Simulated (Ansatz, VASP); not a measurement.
## Two plane-wave programs on Cu

File INCAR:

```
  PREC = Accurate
  ENCUT = 520
  EDIFF = 1E-6
  ISMEAR = 0
  SIGMA = 0.15
  LREAL = False
  LASPH = True
  NELM = 60
  ALGO = Fast
  ISIF = 2
  LWAVE = False
  LCHARG = False
  GGA = PS
  NBANDS = 18
```

File KPOINTS:

```
regular mesh
0
Gamma
  24 24 12
```

Contents of POSCAR:

```
Cu
1.0
    2.5544083183      0.0000000000      0.0000000000
   -1.2772041591      2.2121824952      0.0000000000
    0.0000000000      0.0000000000      4.0073557697
Cu
2
Direct
    0.3333333333      0.6666666667      0.2500000000
    0.6666666667      0.3333333333      0.7500000000
```

Input for Ansatz:

```yaml
crystal:
  lattice:
    - [2.5544083183, 0.0, 0.0]
    - [-1.2772041591, 2.2121824952, 0.0]
    - [0.0, 0.0, 4.0073557697]
  atoms:
    - { symbol: Cu, position: [0.3333333333, 0.6666666667, 0.25] }
    - { symbol: Cu, position: [0.6666666667, 0.3333333333, 0.75] }
basis:
  ecutwfc: 520.0
kpoints:
  mp_grid: { grid: [24, 24, 12] }
hamiltonian:
  xc: pbesol
  pseudopotentials: { kind: paw }
scf:
  occupations: { method: gaussian, width: 0.15 }
output:
  forces: true
  stress: true
  eigenvalues: true
  write_density: true
  write_potential: true
  elf: true
  volumetric_format: npy
```

Alike in both runs: task single point; functional PBEsol; k mesh 24 × 24 × 12; occupations gaussian, width 0.15 eV; no spin polarisation.

|  | VASP | Ansatz |
| --- | --- | --- |
| version | VASP 6.6.1 | Ansatz 0.2.0 |
| potentials or method | VASP PAW PBE potentials, release 64 (Cu), cutoff 520 eV | scalar-relativistic, plane waves, PAW |
| valence electrons in the cell | 22 | 38 |

|  | VASP | Ansatz | Ansatz less VASP |
| --- | --- | --- | --- |
| gap on the k mesh at the Fermi level (eV) | none | none | - |
| pressure (GPa) | 1.0 | 0.3 | -0.73 |
| traceless stress, the component that is largest in VASP (GPa) | 5.64 | 5.67 | +0.026 |

VASP's potentials were made for PBE, not for PBEsol. A gap of «none» marks a metal or a gap that the smearing closes. VASP's potentials hold 22 valence electrons a cell and Ansatz's 38, so a difference there can come from the potentials and not from the codes.
